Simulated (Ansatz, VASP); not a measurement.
HfSi53: VASP beside Ansatz

```
CELL_PARAMETERS angstrom
0.00000 8.14068 8.14068
8.14068 0.00000 8.14068
8.14068 8.14068 0.00000
ATOMIC_POSITIONS crystal
Hf 0.24993 0.25023 0.24940
Si 0.25149 0.25134 0.58411
Si 0.25157 0.25141 0.91300
Si 0.25137 0.58356 0.25133
Si 0.24999 0.58327 0.58319
Si 0.25131 0.58421 0.91284
Si 0.25139 0.91268 0.25136
Si 0.25123 0.91327 0.58391
Si 0.24965 0.91663 0.91682
Si 0.58426 0.25152 0.25129
Si 0.58341 0.25010 0.58317
Si 0.58420 0.25165 0.91276
Si 0.58322 0.58340 0.24987
Si 0.58318 0.58358 0.58310
Si 0.58366 0.58373 0.91614
Si 0.58355 0.91361 0.25123
Si 0.58361 0.91642 0.58357
Si 0.58366 0.91638 0.91615
Si 0.91330 0.25153 0.25135
Si 0.91320 0.25160 0.58385
Si 0.91688 0.24975 0.91677
Si 0.91250 0.58459 0.25127
Si 0.91625 0.58372 0.58357
Si 0.91626 0.58381 0.91615
Si 0.91668 0.91680 0.24969
Si 0.91632 0.91636 0.58357
Si 0.91660 0.91699 0.91668
Si 0.15857 0.15790 0.15829
Si 0.15863 0.15869 0.52425
Si 0.16741 0.16719 0.83273
Si 0.15775 0.52505 0.15816
Si 0.16570 0.50023 0.50029
Si 0.16570 0.50036 0.83338
Si 0.16722 0.83226 0.16734
Si 0.16575 0.83345 0.50028
Si 0.16716 0.83283 0.83256
Si 0.52474 0.15896 0.15810
Si 0.50041 0.16585 0.50023
Si 0.50052 0.16582 0.83335
Si 0.50032 0.50040 0.16558
Si 0.49996 0.50008 0.49984
Si 0.50026 0.50058 0.83327
Si 0.50027 0.83359 0.16558
Si 0.50015 0.83381 0.50019
Si 0.49969 0.83345 0.83331
Si 0.83288 0.16734 0.16730
Si 0.83362 0.16581 0.50029
Si 0.83282 0.16753 0.83249
Si 0.83341 0.50050 0.16558
Si 0.83337 0.50055 0.50019
Si 0.83342 0.49979 0.83330
Si 0.83223 0.83317 0.16721
Si 0.83334 0.83346 0.49970
Si 0.83338 0.83356 0.83328
```

Alike in both runs: functional PBE; k mesh 1 × 1 × 1; occupations gaussian, width 0.05 eV; collinear spin.

Ansatz relaxed the structure, and its values are those at the end. VASP's run is a single point on that final structure, the one shown.

```csv
,VASP,Ansatz
version,VASP 6.6.1,Ansatz 0.2.0
potentials or method,"VASP PAW PBE potentials, release 64 (Hf_pv, Si), cutoff 520 eV","scalar-relativistic, plane waves, PAW"
valence electrons in the cell,222,238
```

|  | VASP | Ansatz | Ansatz less VASP |
| --- | --- | --- | --- |
| rms of the force components (eV/Å) | 0.007 | 0.006 | -0.0008 |
| net moment per atom (μB) | 0.00 | 0.00 | 0.000 |

The functional is the same, so the differences come from potentials, cutoffs and numerics. VASP's potentials hold 222 valence electrons a cell and Ansatz's 238, so a difference there can come from the potentials and not from the codes. Ansatz's warnings: seeded moment not kept.

Spin-orbit coupling is off throughout.
